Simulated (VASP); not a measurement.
Input of a VASP 6.6.1 run:

File INCAR:

```
SYSTEM = Yb
PREC     = Accurate       ! precision mode
ENCUT    = 520            ! plane-wave cutoff, eV
EDIFF    = 1E-7           ! SCF threshold, eV
ISMEAR   = -1             ! smearing method
SIGMA    = 0.05           ! smearing width, eV
LREAL    = .False.        ! projectors in reciprocal space
LASPH    = .True.         ! aspherical terms in the spheres
NELM     = 150            ! most SCF steps
ALGO     = Normal         ! electronic algorithm
ISIF     = 2              ! what is computed and relaxed
LWAVE    = .False.        ! write WAVECAR
LCHARG   = .False.        ! write CHGCAR
ISPIN    = 2              ! spin polarisation
MAGMOM   = 1.2            ! initial moments
LORBIT   = 11             ! projections on sites
NUPDOWN  = 1.2            ! fixed moment
LMAXMIX  = 6              ! l up to which the mixer works
GGA      = PE             ! functional
NBANDS   = 22             ! bands
```

KPOINTS

```
regular mesh
0
Gamma
  7 7 7
  0 0 0
```

The input POSCAR:

```
Yb
1.0
    0.0000000000      2.7431000000      2.7431000000
    2.7431000000      0.0000000000      2.7431000000
    2.7431000000      2.7431000000      0.0000000000
Yb
1
Direct
    0.0000000000      0.0000000000      0.0000000000
```

Potentials or basis: VASP PAW PBE potentials, release 64 (Yb).

Launch:

```sh
$ cat potpaw_PBE.64/Yb/POTCAR > POTCAR
$ mpirun -np 1 vasp_std > vasp.out
```

**Question.** What does it give for the pressure?

**Answer.** -2.4 GPa.

Caveat: the total moment is fixed, so each spin has its own Fermi level. The state reached can hang on the start; a lower one may exist.
